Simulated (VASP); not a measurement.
# Ti (Im-3m) in VASP: a series of runs

Ti is run at these levels: BHLYP, PBE; tasks: single point.

Program: VASP 6.6.1. These are calculated values, not measurements. Logs are shortened: lines on timing, memory, paths and dates and some standing lists are left out, and cuts for length are marked.

### 1 The cell of the first run

It takes space group Im-3m (No. 229, cubic). Conventional cell: a = 3.282 Å, b = 3.282 Å, c = 3.282 Å, α = 90.00°, β = 90.00°, γ = 90.00°. Ti (site symmetry m-3m) has 14 Ti at 2.84 to 3.28 Å within 3.7 Å.

### 2 Single point, BHLYP

Contents of POSCAR:

```
Ti
1.0
   -1.6410000000      1.6410000000      1.6410000000
    1.6410000000     -1.6410000000      1.6410000000
    1.6410000000      1.6410000000     -1.6410000000
Ti
1
Direct
    0.0000000000      0.0000000000      0.0000000000
```

Contents of INCAR.step1:

```
ALGO = Normal ; EDIFF = 1E-5
ENCUT = 520 ; GGA = PE
ISIF = 2 ; ISMEAR = -1
LASPH = True ; LCHARG = False
LREAL = False ; LWAVE = True
NBANDS = 12 ; NELM = 100
PREC = Accurate ; SIGMA = 0.05
```

Contents of INCAR.step2:

```
AEXX = 0.5 ; AGGAC = 1.0
AGGAX = 0.5 ; ALDAC = 0.0
ALDAX = 0.5 ; ALGO = Normal
EDIFF = 1E-6 ; ENCUT = 520
GGA = B5 ; ISIF = 2
ISMEAR = -1 ; ISTART = 1
LASPH = True ; LCHARG = False
LHFCALC = True ; LREAL = False
LWAVE = False ; NBANDS = 12
NELM = 100 ; PREC = Accurate
PRECFOCK = Normal ; SIGMA = 0.05
```

Contents of KPOINTS:

```
k-points
0
Gamma
  6 6 6
```

Potentials or basis: VASP PAW PBE potentials, release 64 (Ti_sv).

Launch:

```
$ cat potpaw_PBE.64/Ti_sv/POTCAR > POTCAR
$ cp INCAR.step1 INCAR
$ mpirun -np 1 vasp_std > vasp.out
$ cp INCAR.step2 INCAR
$ mpirun -np 1 vasp_std > vasp.out
```

OUTCAR:

```text
AEXX = 0.5
   EDIFF = 1E-6
   ENCUT = 520
   GGA = B5
   ISIF = 2
   ISMEAR = -1
   ISTART = 1
   LASPH = True
   LHFCALC = True
   LREAL = False
   NELM = 100
   PREC = Accurate
   PRECFOCK = Normal

 ion  position               nearest neighbor table
   1  0.000  0.000  0.000-

  LATTYP: Found a body centered cubic cell.
 ALAT       =     3.2820000000

  Lattice vectors:

 A1 = (  -1.6410000000,   1.6410000000,   1.6410000000)
 A2 = (   1.6410000000,  -1.6410000000,   1.6410000000)
 A3 = (   1.6410000000,   1.6410000000,  -1.6410000000)

Analysis of symmetry for initial positions (statically):
=====================================================================
 Subroutine PRICEL returns:
 Original cell was already a primitive cell.

 Routine SETGRP: Setting up the symmetry group for a
 body centered cubic supercell.

 Subroutine GETGRP returns: Found 48 space group operations
[... 9 lines left out ...]

 Routine SETGRP: Setting up the symmetry group for a
 body centered cubic supercell.

 Subroutine GETGRP returns: Found 48 space group operations
[... 11 lines left out ...]
                                     Primitive cell

  volume of cell :      17.6761

  direct lattice vectors                    reciprocal lattice vectors
    -1.641000000  1.641000000  1.641000000     0.000000000  0.304692261  0.304692261
     1.641000000 -1.641000000  1.641000000     0.304692261  0.000000000  0.304692261
     1.641000000  1.641000000 -1.641000000     0.304692261  0.304692261  0.000000000

  length of vectors
     2.842295375  2.842295375  2.842295375     0.430899928  0.430899928  0.430899928

  position of ions in fractional coordinates (direct lattice)
     0.000000000  0.000000000  0.000000000

  ion indices of the primitive-cell ions
   primitive index   ion index
                 1           1

----------------------------------------------------------------------------------------

 KPOINTS: k-points

Automatic generation of k-mesh.
 Grid dimensions read from file:
 generate k-points for:    6    6    6

 Generating k-lattice:

  Cartesian coordinates                     Fractional coordinates (reciprocal lattice)
     0.000000000  0.050782043  0.050782043     0.166666667  0.000000000  0.000000000
     0.050782043  0.000000000  0.050782043     0.000000000  0.166666667  0.000000000
     0.050782043  0.050782043  0.000000000     0.000000000  0.000000000  0.166666667

  Length of vectors
     0.071816655  0.071816655  0.071816655

  Shift w.r.t. Gamma in fractional coordinates (k-lattice)
     0.000000000  0.000000000  0.000000000

 Subroutine IBZKPT returns following result:
 ===========================================

 Found     16 irreducible k-points:

 Following reciprocal coordinates:
            Coordinates               Weight
  0.000000  0.000000  0.000000      1.000000
  0.166667  0.000000  0.000000     12.000000
  0.333333  0.000000  0.000000     12.000000
  0.500000  0.000000  0.000000      6.000000
  0.166667  0.166667  0.000000     24.000000
  0.333333  0.166667  0.000000     48.000000
[... 8 lines left out ...]
  0.500000  0.500000  0.333333     12.000000
  0.500000  0.500000  0.500000      1.000000
   k-points           NKPTS =     16   k-points in BZ     NKDIM =    216   number of bands    NBANDS=     12
   number of dos      NEDOS =    301   number of ions     NIONS =      1
   total plane-waves  NPLWV =  13824
   dimension x,y,z NGX =    24 NGY =   24 NGZ =   24
   dimension x,y,z NGXF=    48 NGYF=   48 NGZF=   48
   ions per type =               1
   NGX,Y,Z   is equivalent  to a cutoff of  14.04, 14.04, 14.04 a.u.
   NGXF,Y,Z  is equivalent  to a cutoff of  28.08, 28.08, 28.08 a.u.
 SYSTEM =  unknown system
   PREC   = accura    normal or accurate (medium, high low for compatibility)
   ISTART =      1    job   : 0-new  1-cont  2-samecut
   ICHARG =      0    charge: 1-file 2-atom 10-const
   ISPIN  =      1    spin polarized calculation?
   LNONCOLLINEAR =      F non collinear calculations
   LSORBIT =      F    spin-orbit coupling
   LASPH  =      T    aspherical Exc in radial PAW
   ENCUT  =  520.0 eV  38.22 Ry    6.18 a.u.   5.28  5.28  5.28*2*pi/ulx,y,z
   NELM   =    100;   NELMIN=  2; NELMDL=  0     # of ELM steps
   EDIFF  = 0.1E-05   stopping-criterion for ELM
   LREAL  =      F    real-space projection
   EDIFFG = 0.1E-04   stopping-criterion for IOM
   NSW    =      0    number of steps for IOM
   IBRION =     -1    ionic relax: 0-MD 1-quasi-New 2-CG
   NFREE  =      0    steps in history (QN), initial steepest desc. (CG)
   ISIF   =      2    stress and relaxation
   ISYM   =      3    0-nonsym 1-usesym 2-fastsym
   POTIM  = 0.5000    time-step for ionic-motion
   TEBEG  =    0.0;   TEEND  =   0.0 temperature during run
   PSTRESS=    0.0 pullay stress
   NELECT =      12.0000    total number of electrons
   NUPDOWN=      -1.0000    fix difference up-down
   EMIN   =  10.00;   EMAX   =-10.00  energy-range for DOS
   EFERMI =   0.00;   METHOD = LEGACY
   ISMEAR =    -1;   SIGMA  =   0.05  broadening in eV -4-tet -1-fermi 0-gaus
   EFERMI_NEDOS =   21; number of points for ismear=-14 and -15
   IALGO  =     38    algorithm
   IMIX   =      1    mixing-type and parameters
     AMIX     =   0.40;   BMIX     =  1.00
     AMIX_MAG =   1.60;   BMIX_MAG =  1.00
  volume/ion in A,a.u.               =      17.68       119.28
  Fermi-wavevector in a.u.,A,eV,Ry     =   1.438821  2.718977 28.166848  2.070205
  Thomas-Fermi vector in A             =   2.557745
   LORBIT       =      0    0 simple, 1 ext, 2 COOP (PROOUT), +10 PAW based schemes
   GGA     = B5    functional components
   LHFCALC =     T    Hartree Fock is set to
   PRECFOCK=normal    Normal, Fast or Accurate (Low or Medium for compatibility)
   ENCUT4O =  -1.0   cutoff for four orbital integrals eV
   NKREDX  =     1    reduce k-point grid by
   NKREDY  =     1    reduce k-point grid by
   NKREDZ  =     1    reduce k-point grid by
   AEXX    =    0.5000 exact exchange contribution
   HFSCREEN=    0.0000 screening length (either q_TF or 0.3 A-1)
   HFSCREENC=   0.0000 screening length for correlation (either q_TF or 0.3 A-1)
   ENCUTFOCK=  -1.0 apply spherical cutoff to Coloumb kernel
   IVDW    =     0    specifies the selected vdW correction
   LEPSILON=     F    determine dielectric tensor
   LRPA    =     F    only Hartree local field effects (RPA)
 non-spin polarized calculation
  energy-cutoff  :      520.00
  volume of cell :       17.68
 maximum number of plane-waves:       490
 NGX is ok and might be reduce to    24
  NGX = 16; NGY = 16; NGZ = 16

 number of electron      12.0000001 magnetization

 Free energy of the ion-electron system (eV)
  ---------------------------------------------------
  ext. energy  EPLUGINS =         0.00000000
  ---------------------------------------------------
  free energy    TOTEN  =       -11.90516061 eV

  energy without entropy =      -11.88993092  energy(sigma->0) =      -11.89754576

 E-fermi :   8.4816     XC(G=0):  -6.0591

 val. band max:        8.4690448111   @ k =   0.3333   0.1667   0.0000
 cond. band min:       9.3042359055   @ k =   0.5000   0.0000   0.0000
 fundamental gap:      0.8351910944
 Fermi energy:         8.4816108960

 k-point     1 :       0.0000    0.0000    0.0000
  band No.  band energies     occupation
      1     -58.9470      2.00000
      2     -31.5383      2.00000
      3     -31.5383      2.00000
      4     -31.5383      2.00000
      5      -0.8452      2.00000
      6      11.5493      0.00000
      7      11.5493      0.00000
      8      11.5493      0.00000
      9      13.2022      0.00000
     10      13.2022      0.00000
     11      28.4568      0.00000
     12      28.4568      0.00000

 k-point     2 :       0.1667    0.0000    0.0000
  band No.  band energies     occupation
      1     -58.9121      2.00000
      2     -31.7310      2.00000
      3     -31.5904      2.00000
      4     -31.5400      2.00000
      5       0.2971      2.00000
      6      10.9706      0.00000
      7      11.0186      0.00000
      8      12.2563      0.00000
      9      12.8306      0.00000
     10      13.1841      0.00000
     11      26.9744      0.00000
     12      27.9382      0.00000

 k-point     3 :       0.3333    0.0000    0.0000
  band No.  band energies     occupation
      1     -58.8416      2.00000
      2     -32.1000      2.00000
      3     -31.6932      2.00000
      4     -31.5432      2.00000
      5       2.9267      2.00000
      6       9.3132      0.00000
      7       9.7308      0.00000
      8      13.1004      0.00000
      9      13.2520      0.00000
     10      13.9648      0.00000
     11      22.4214      0.00000
     12      25.3447      0.00000

 k-point     4 :       0.5000    0.0000    0.0000
  band No.  band energies     occupation
      1     -58.8060      2.00000
      2     -32.2791      2.00000
      3     -31.7432      2.00000
      4     -31.5438      2.00000
      5       4.1114      2.00000
      6       7.9246      1.99997
      7       9.3042      0.00000
      8      13.2010      0.00000
      9      13.3675      0.00000
     10      15.0935      0.00000
     11      19.5938      0.00000
     12      24.0184      0.00000

 k-point     5 :       0.1667    0.1667    0.0000
  band No.  band energies     occupation
      1     -58.8594      2.00000
      2     -31.9795      2.00000
      3     -31.6624      2.00000
      4     -31.5789      2.00000
      5       2.2597      2.00000
      6       9.5246      0.00000
      7      10.1007      0.00000
      8      12.6214      0.00000
      9      13.4587      0.00000
     10      13.6405      0.00000
     11      24.9218      0.00000
     12      25.0748      0.00000
[... 108 lines left out ...]
      1     -58.7726      2.00000
      2     -32.1078      2.00000
      3     -31.9283      2.00000
      4     -31.7025      2.00000
      5       5.2467      2.00000
      6       5.9172      2.00000
      7      10.1773      0.00000
      8      12.7900      0.00000
      9      13.9320      0.00000
     10      16.4317      0.00000
     11      20.8660      0.00000
     12      21.1090      0.00000

 k-point    14 :      -0.3333    0.3333    0.3333
  band No.  band energies     occupation
      1     -58.7648      2.00000
      2     -32.0110      2.00000
      3     -31.8756      2.00000
      4     -31.8756      2.00000
      5       4.5511      2.00000
      6       5.8002      2.00000
      7      12.3643      0.00000
      8      12.3643      0.00000
      9      13.8343      0.00000
     10      14.8081      0.00000
     11      23.0004      0.00000
     12      23.0004      0.00000

 k-point    15 :       0.5000    0.5000    0.3333
  band No.  band energies     occupation
      1     -58.7392      2.00000
      2     -32.0664      2.00000
      3     -31.9338      2.00000
      4     -31.8888      2.00000
      5       4.8356      2.00000
      6       4.8621      2.00000
      7      12.7084      0.00000
      8      12.8667      0.00000
      9      14.8624      0.00000
     10      17.5855      0.00000
     11      19.0570      0.00000
     12      21.0934      0.00000

 k-point    16 :       0.5000    0.5000    0.5000
  band No.  band energies     occupation
      1     -58.7171      2.00000
      2     -31.9937      2.00000
      3     -31.9937      2.00000
      4     -31.9937      2.00000
      5       4.2412      2.00000
      6       4.2412      2.00000
      7      14.7852      0.00000
      8      14.7852      0.00000
      9      14.7852      0.00000
     10      18.6650      0.00000
     11      18.6650      0.00000
     12      18.6650      0.00000

------------------------ aborting loop because EDIFF is reached ----------------------------------------

  FORCE on cell =-STRESS in cart. coord.  units (eV):
  Direction    XX          YY          ZZ          XY          YZ          ZX
  --------------------------------------------------------------------------------------
  -------------------------------------------------------------------------------------
  Total       -0.2743852     -0.2743852     -0.2743852      0.0000000      0.0000000     -0.0000000
  in kB      -24.8705591    -24.8705591    -24.8705591      0.0000000      0.0000000     -0.0000000
  external PRESSURE =     -24.8705591 kB  Pullay stress =       0.0000000 kB

 VOLUME and BASIS-vectors are now :
 -----------------------------------------------------------------------------
  energy-cutoff  :      520.00
  volume of cell :       17.68
      direct lattice vectors                 reciprocal lattice vectors
    -1.641000000  1.641000000  1.641000000     0.000000000  0.304692261  0.304692261
     1.641000000 -1.641000000  1.641000000     0.304692261  0.000000000  0.304692261
     1.641000000  1.641000000 -1.641000000     0.304692261  0.304692261  0.000000000

 POSITION                                       TOTAL-FORCE (eV/Angst)
 -----------------------------------------------------------------------------------
      0.00000      0.00000      0.00000         0.000000      0.000000      0.000000
 -----------------------------------------------------------------------------------
    total drift:                                0.000000      0.000000      0.000000

  FREE ENERGIE OF THE ION-ELECTRON SYSTEM (eV)
  ---------------------------------------------------
  free  energy   TOTEN  =       -11.9051606100 eV

  energy  without entropy=      -11.8899309166  energy(sigma->0) =      -11.89754576
```

Run time: 7.9 min. Hardware: 1 thread of Intel Xeon 6975P-C, shared host; peak memory 0.14 GiB.

Results:

| Quantity | Value |
| --- | --- |
| Free energy | -11.9052 eV |
| Pressure | -2.5 GPa |
| Band gap on the k mesh | zero (band 6 reaches 11.55 eV, above the bottom of band 7 at 6.76 eV) |

Caveat: the k points lie up to 0.45 Å⁻¹ apart; the PAW data sets were made with another functional, which shifts forces and pressure a little.

### 3 Single point, PBE

Contents of INCAR:

```
  PREC = Accurate
  ENCUT = 520
  EDIFF = 1E-7
  ISMEAR = -1
  SIGMA = 0.1
  LREAL = False
  LASPH = True
  NELM = 60
  ALGO = Normal
  ISIF = 2
  LWAVE = False
  LCHARG = False
  GGA = PE
  NBANDS = 12
```

Contents of KPOINTS:

```
regular mesh
0
Gamma
  10 10 10
```

POSCAR is that of step 2.

Potentials or basis: VASP PAW PBE potentials, release 64 (Ti_sv).

Launch:

```
$ cat potpaw_PBE.64/Ti_sv/POTCAR > POTCAR
$ mpirun -np 1 vasp_std > vasp.out
```

Wall time 9.2 s (1 thread of Intel Xeon Platinum 8259CL at 2.50GHz (Skylake/Cascade Lake), shared host); peak memory 0.14 GiB.

The run converged. Its results:

```
Free energy            : -7.7603 eV
Pressure               : -2.2 GPa
Band gap on the k mesh : zero (band 6 reaches 8.88 eV, above the bottom of band 7 at 7.26 eV)
```

Levels at points of the mesh, in eV from the Fermi level:
```csv
k point,band 4,band 5,band 6,band 7,band 8,band 9
"(0.00, 0.00, 0.00)",-32.44,-5.91,0.97,0.97,0.97,2.69
"(0.50, 0.00, 0.00)",-32.45,-2.41,-0.38,1.09,2.68,3.02
"(0.50, 0.50, 0.50)",-32.88,-2.04,-2.04,3.83,3.83,3.83
```
